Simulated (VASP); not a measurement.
Pt, 1 atom in the cell. The structure is cubic, space group Fm-3m (No. 225). The conventional cell has a = 3.919 Å, b = 3.919 Å, c = 3.919 Å, α = 90.00°, β = 90.00°, γ = 90.00°. Pt (site symmetry m-3m) has 12 Pt at 2.77 Å within 3.7 Å. 

* Program: VASP 6.6.1
* Task: single point
* Functional: PBEsol
* Potentials or basis: VASP PAW PBE potentials, release 64 (Pt)
* Cutoff: 520 eV
* k mesh: 10 × 10 × 10
* Occupations: fermi-dirac, width 0.05 eV
* Spin: no spin polarisation
* Dipole correction: no
* Further INCAR settings: ALGO = Normal; EDIFF = 1e-06; NBANDS = 11

Potentials or basis: VASP PAW PBE potentials, release 64 (Pt).

The run is started by

```console
$ cat potpaw_PBE.64/Pt/POTCAR > POTCAR
$ mpirun -np 1 vasp_std > vasp.out
```

Hardware: 1 thread of Intel(R) Xeon(R) Platinum 8259CL CPU @ 2.50GHz (Skylake/Cascade Lake), on a shared host.

Q: How long does it take, and how much memory?

A: Wall time 7.5 s on 1 thread of Intel(R) Xeon(R) Platinum 8259CL CPU @ 2.50GHz (Skylake/Cascade Lake) (shared host), peak memory 0.14 GiB. Counts: scf iterations 11, k points 47.
